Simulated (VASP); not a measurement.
**K2SiB2: relaxation of cell and atoms with PBE**

The system is K2SiB2.

```
K Si B
1.0
    -2.12075    2.12075    5.37085
     2.12075   -2.12075    5.37085
     2.12075    2.12075   -5.37085
K Si B
2 1 2
Cartesian
  0.0000 0.0000 4.0157
  0.0000 0.0000 6.7260
  0.0000 0.0000 0.0000
  0.0000 2.1207 2.6854
  2.1207 0.0000 2.6854
```

The cell was generated, and may not be a known phase.

```
Program                : VASP 6.6.1
Task                   : relaxation of cell and atoms
Functional             : PBE
Potentials or basis    : VASP PAW PBE potentials, release 64 (K_sv, Si, B)
Cutoff                 : 600 eV
k mesh                 : 6 × 6 × 6
Occupations            : gaussian, width 0.1 eV
Spin                   : no spin polarisation
Dipole correction      : no
Further INCAR settings : ALGO = Normal; EDIFF = 1e-06; IBRION = 2; EDIFFG = -0.04; NSW = 90; ISIF = 3
```

The relaxed volume is 17.08 Å³/atom and the relaxed cell is a = 10.733 Å, b = 10.733 Å, c = 10.733 Å, α = 164.76°, β = 164.76°, γ = 21.62°. The space group after relaxing (to 0.1 Å) is I4/mmm (No. 139) and the energy gained by relaxing is 1238.7 meV/atom. The ionic steps are 43. The pressure after relaxing is 0.0 GPa and the largest force after relaxing is 0.009 eV/Å. The band gap on the k mesh is zero (bands 14 and 15 overlap by 1.70 eV).

Forces in eV/Å, atoms in the order of the input:
```
K    0.000  0.000  0.009
K    0.000  0.000 -0.009
Si   0.000  0.000  0.000
B    0.000  0.000  0.000
B    0.000  0.000  0.000
```

Stress tensor (GPa, compression positive):
```
 0.20  0.00  0.00
 0.00  0.20  0.00
 0.00  0.00 -0.32
```

The path:
| step | energy change (eV) | largest force (eV/Å) | pressure (GPa) | volume (Å³) |
| --- | --- | --- | --- | --- |
| 1 | 0.0000 | 1.7567 | 10.80 | 96.62 |
| 3 | -0.9390 | 0.5947 | 0.28 | 126.29 |
| 5 | -0.9765 | 0.1531 | 0.21 | 127.00 |
| 7 | -0.9864 | 0.0994 | -0.15 | 129.97 |
| 9 | -1.0146 | 0.1737 | 0.01 | 128.89 |
| 11 | -1.2856 | 0.1591 | 0.75 | 122.34 |
| 13 | -3.2874 | 4.1686 | 18.73 | 77.59 |
| 15 | -3.1554 | 4.3955 | 20.56 | 76.20 |
| 17 | -3.1558 | 4.3978 | 20.58 | 76.19 |
| 19 | -3.1577 | 4.4050 | 20.63 | 76.15 |
| 21 | -3.1617 | 4.4311 | 20.84 | 75.98 |
| 23 | -3.1609 | 4.4458 | 20.99 | 75.88 |
| 25 | -3.1724 | 4.4323 | 20.90 | 75.93 |
| 27 | -3.2239 | 4.3723 | 20.50 | 76.15 |
| 29 | -3.4218 | 4.1390 | 18.90 | 77.03 |
| 31 | -4.0975 | 3.4582 | 13.44 | 80.59 |
| 33 | -5.3540 | 1.4820 | -2.51 | 95.77 |
| 35 | -5.5472 | 1.3904 | -1.80 | 93.40 |
| 37 | -6.0671 | 0.7760 | 2.69 | 83.20 |
| 39 | -6.1605 | 0.0506 | 2.78 | 82.17 |
| 41 | -6.1900 | 0.0689 | 0.81 | 84.36 |
| 43 | -6.1937 | 0.0093 | 0.03 | 85.42 |

Final structure:
```yaml
crystal:
  lattice:
    - [-1.42323, 1.42323, 10.54297]
    - [1.42323, -1.42323, 10.54297]
    - [1.42323, 1.42323, -10.54297]
  atoms:
    - { symbol: K, position: [0.37755, 0.37755, 0.00000] }
    - { symbol: K, position: [0.62245, 0.62245, 0.00000] }
    - { symbol: Si, position: [0.00000, 0.00000, 0.00000] }
    - { symbol: B, position: [0.75000, 0.25000, 0.50000] }
    - { symbol: B, position: [0.25000, 0.75000, 0.50000] }
```

Levels at points of the mesh, in eV from the Fermi level:
```tsv
k point	band 10	band 11	band 12	band 13	band 14	band 15	band 16	band 17	band 18
(0.00, 0.00, 0.00)	-8.88	-4.01	-1.99	0.20	0.20	0.89	2.46	3.23	3.26
(0.50, 0.00, 0.00)	-7.59	-5.96	-3.31	-0.75	-0.21	0.24	3.34	4.07	4.34
(0.50, 0.50, 0.00)	-4.86	-3.10	-3.10	-2.65	-1.08	-1.02	-0.03	1.46	1.64
(0.50, 0.50, 0.50)	-8.94	-3.76	-2.41	0.19	0.19	1.42	2.10	3.21	3.29
```

It took 60 min on 1 thread of Intel(R) Xeon(R) Platinum 8259CL CPU @ 2.50GHz (Skylake/Cascade Lake), on a shared host, peak memory 0.43 GiB.

Caveat: a cell axis changed by over 15 % at a fixed basis, so the end point is rough.
